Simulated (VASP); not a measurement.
# Ni (Pm-3n) in VASP: single point with PBEsol

Aim: the single point of Ni with PBEsol.

Program: VASP 6.6.1. These are calculated values, not measurements. Logs are shortened: lines on timing, memory, paths and dates and some standing lists are left out, and cuts for length are marked.

## 1. The cell of the first run

The structure is cubic, space group Pm-3n (No. 223). The conventional cell has a = 4.396 Å, b = 4.396 Å, c = 4.396 Å, α = 90.00°, β = 90.00°, γ = 90.00°. Within 3.2 Å of Ni (site symmetry m-3) lie 12 Ni at 2.46 Å. Ni (site symmetry -4m2) has 14 Ni at 2.20 to 2.69 Å within 2.9 Å.

## 2. Single point, PBEsol, collinear spin, ferromagnetic start

INCAR

```
PREC = Accurate ; ENCUT = 520
EDIFF = 1E-6 ; ISMEAR = -1
SIGMA = 0.05 ; LREAL = False
LASPH = True ; NELM = 150
ALGO = Normal ; ISIF = 2
LWAVE = False ; LCHARG = True
ISPIN = 2 ; MAGMOM = 0.8 0.8 0.8 0.8 0.8 0.8 0.8 0.8
LORBIT = 11 ; LMAXMIX = 4
GGA = PS ; LELF = True
LVHAR = True ; NBANDS = 54
```

KPOINTS

```
Automatic mesh
0
Gamma
  6 6 6
```

POSCAR

```
Ni
1.0
    4.3960528950      0.0000000000      0.0000000000
    0.0000000000      4.3960528950      0.0000000000
    0.0000000000      0.0000000000      4.3960528950
Ni
8
Direct
    0.0000000000      1.0000000000      1.0000000000
    0.5000000000      0.5000000000      0.5000000000
    0.2500000000      1.0000000000      0.5000000000
    0.7500000000      0.0000000000      0.5000000000
    0.5000000000      0.2500000000      0.0000000000
    0.5000000000      0.7500000000      0.0000000000
    0.0000000000      0.5000000000      0.2500000000
    1.0000000000      0.5000000000      0.7500000000
```

Potentials or basis: VASP PAW PBE potentials, release 64 (Ni).

On the command line:

```bash
> cat potpaw_PBE.64/Ni/POTCAR > POTCAR
> mpirun -np 1 vasp_std > vasp.out
```

OUTCAR:

```text
PREC = Accurate
   ENCUT = 520
   EDIFF = 1E-6
   ISMEAR = -1
   LREAL = False
   LASPH = True
   NELM = 150
   ISIF = 2
   ISPIN = 2
   LORBIT = 11
   GGA = PS

 ion  position               nearest neighbor table
   1  0.000  0.000  0.000-   3 2.46   4 2.46   5 2.46   6 2.46   7 2.46   8 2.46   3 2.46   4 2.46
                             7 2.46   8 2.46   5 2.46   6 2.46
   2  0.500  0.500  0.500-   3 2.46   4 2.46   5 2.46   6 2.46   7 2.46   8 2.46   5 2.46   6 2.46
                             3 2.46   4 2.46   7 2.46   8 2.46
   3  0.250  0.000  0.500-   4 2.20   4 2.20   1 2.46   1 2.46   2 2.46   2 2.46   8 2.69   5 2.69
                             5 2.69   6 2.69   6 2.69   7 2.69   8 2.69   7 2.69
   4  0.750  0.000  0.500-   3 2.20   3 2.20   1 2.46   1 2.46   2 2.46   2 2.46   8 2.69   5 2.69
                             5 2.69   6 2.69   6 2.69   7 2.69   8 2.69   7 2.69
   5  0.500  0.250  0.000-   6 2.20   6 2.20   1 2.46   2 2.46   2 2.46   1 2.46   8 2.69   4 2.69
                             3 2.69   4 2.69   3 2.69   7 2.69   7 2.69   8 2.69
   6  0.500  0.750  0.000-   5 2.20   5 2.20   1 2.46   2 2.46   2 2.46   1 2.46   8 2.69   4 2.69
                             3 2.69   4 2.69   3 2.69   7 2.69   7 2.69   8 2.69
   7  0.000  0.500  0.250-   8 2.20   8 2.20   1 2.46   2 2.46   1 2.46   2 2.46   3 2.69   4 2.69
                             5 2.69   3 2.69   4 2.69   6 2.69   5 2.69   6 2.69
   8  0.000  0.500  0.750-   7 2.20   7 2.20   1 2.46   2 2.46   1 2.46   2 2.46   3 2.69   4 2.69
                             5 2.69   3 2.69   4 2.69   6 2.69   5 2.69   6 2.69

  LATTYP: Found a simple cubic cell.
 ALAT       =     4.3960528950

  Lattice vectors:

 A1 = (   4.3960528950,   0.0000000000,   0.0000000000)
 A2 = (   0.0000000000,   4.3960528950,   0.0000000000)
 A3 = (   0.0000000000,   0.0000000000,   4.3960528950)

Analysis of symmetry for initial positions (statically):
=====================================================================
 Subroutine PRICEL returns:
 Original cell was already a primitive cell.

 Routine SETGRP: Setting up the symmetry group for a
 simple cubic supercell.

 Subroutine GETGRP returns: Found 48 space group operations
 (whereof 24 operations were pure point group operations)
 out of a pool of 48 trial point group operations.

The static configuration has the point symmetry T_h .
 The point group associated with its full space group is O_h .

Analysis of symmetry for dynamics (positions and initial velocities):
=====================================================================
 Subroutine PRICEL returns:
 Original cell was already a primitive cell.

 Routine SETGRP: Setting up the symmetry group for a
 simple cubic supercell.

 Subroutine GETGRP returns: Found 48 space group operations
 (whereof 24 operations were pure point group operations)
 out of a pool of 48 trial point group operations.

The dynamic configuration has the point symmetry T_h .
 The point group associated with its full space group is O_h .

[... 171 lines left out ...]
 cond. band min:       9.5317820329   @ k =   0.3333   0.0000   0.0000
 fundamental gap:      0.0076698612
 Fermi energy:         9.5286229809

 spin component 1

 k-point     1 :       0.0000    0.0000    0.0000
  band No.  band energies     occupation
      1       0.3121      1.00000
      2       4.5168      1.00000
      3       4.5168      1.00000
      4       5.1827      1.00000
      5       5.5552      1.00000
      6       5.5552      1.00000
[... 1089 lines left out ...]
     51      24.0816      0.00000
     52      24.0826      0.00000
 Fermi energy:         9.5286229809

 spin component 2

 k-point     1 :       0.0000    0.0000    0.0000
  band No.  band energies     occupation
      1       0.3102      1.00000
      2       4.8448      1.00000
      3       4.8448      1.00000
      4       5.4500      1.00000
      5       6.0251      1.00000
      6       6.0251      1.00000
[... 1089 lines left out ...]
     51      24.2070      0.00000
     52      24.2083      0.00000
 [bands above 52 left out]

------------------------ aborting loop because EDIFF is reached ----------------------------------------

  FORCE on cell =-STRESS in cart. coord.  units (eV):
  Direction    XX          YY          ZZ          XY          YZ          ZX
  --------------------------------------------------------------------------------------
  -------------------------------------------------------------------------------------
  Total       -0.0235276     -0.0235276     -0.0235276      0.0000000      0.0000000     -0.0000000
  in kB       -0.4437106     -0.4437106     -0.4437106      0.0000000      0.0000000     -0.0000000
  external PRESSURE =      -0.4437106 kB  Pullay stress =       0.0000000 kB

 VOLUME and BASIS-vectors are now :
 -----------------------------------------------------------------------------
  energy-cutoff  :      520.00
  volume of cell :       84.95
      direct lattice vectors                 reciprocal lattice vectors
     4.396052895  0.000000000  0.000000000     0.227476790  0.000000000  0.000000000
     0.000000000  4.396052895  0.000000000     0.000000000  0.227476790  0.000000000
     0.000000000  0.000000000  4.396052895     0.000000000  0.000000000  0.227476790

 POSITION                                       TOTAL-FORCE (eV/Angst)
 -----------------------------------------------------------------------------------
      0.00000      0.00000      0.00000         0.000000     -0.000000      0.000000
      2.19803      2.19803      2.19803         0.000000     -0.000000      0.000000
      1.09901      0.00000      2.19803        -0.000000     -0.000000     -0.000000
      3.29704      0.00000      2.19803         0.000000      0.000000     -0.000000
      2.19803      1.09901      0.00000        -0.000000      0.000000      0.000000
      2.19803      3.29704      0.00000         0.000000     -0.000000     -0.000000
      0.00000      2.19803      1.09901         0.000000      0.000000      0.000000
      0.00000      2.19803      3.29704        -0.000000     -0.000000      0.000000
 -----------------------------------------------------------------------------------
    total drift:                                0.000000      0.000000     -0.000000

  FREE ENERGIE OF THE ION-ELECTRON SYSTEM (eV)
  ---------------------------------------------------
  free  energy   TOTEN  =       -47.9778335700 eV

  energy  without entropy=      -47.8424283702  energy(sigma->0) =      -47.91013097

 total charge

# of ion       s       p       d       tot
------------------------------------------
    1        0.516   0.534   8.335   9.385
    2        0.516   0.534   8.335   9.385
    3        0.510   0.520   8.355   9.384
    4        0.510   0.520   8.355   9.384
    5        0.510   0.520   8.355   9.384
    6        0.510   0.520   8.355   9.384
    7        0.510   0.520   8.355   9.384
    8        0.510   0.520   8.355   9.384
--------------------------------------------------
tot          4.089   4.186  66.802  75.076

 magnetization (x)

# of ion       s       p       d       tot
------------------------------------------
    1       -0.006  -0.023   0.598   0.570
    2       -0.006  -0.023   0.598   0.570
    3       -0.003  -0.020   0.585   0.562
    4       -0.003  -0.020   0.585   0.562
    5       -0.003  -0.020   0.585   0.562
    6       -0.003  -0.020   0.585   0.562
    7       -0.003  -0.020   0.585   0.562
    8       -0.003  -0.020   0.585   0.562
--------------------------------------------------
tot         -0.033  -0.164   4.706   4.510
```

It took 6.1 min on 1 thread of Intel Xeon 8259CL, shared host; peak memory 0.3 GiB.

Results:

- Free energy: -47.9778 eV
- Pressure: 0.0 GPa
- Net moment: 4.47 μB per cell
- Site moments: Ni +0.57, +0.56 (each value once) μB
- Valence electrons inside the program's atomic spheres: Ni 9.38

Caveat: the PAW data sets were made with another functional, which shifts forces and pressure a little.
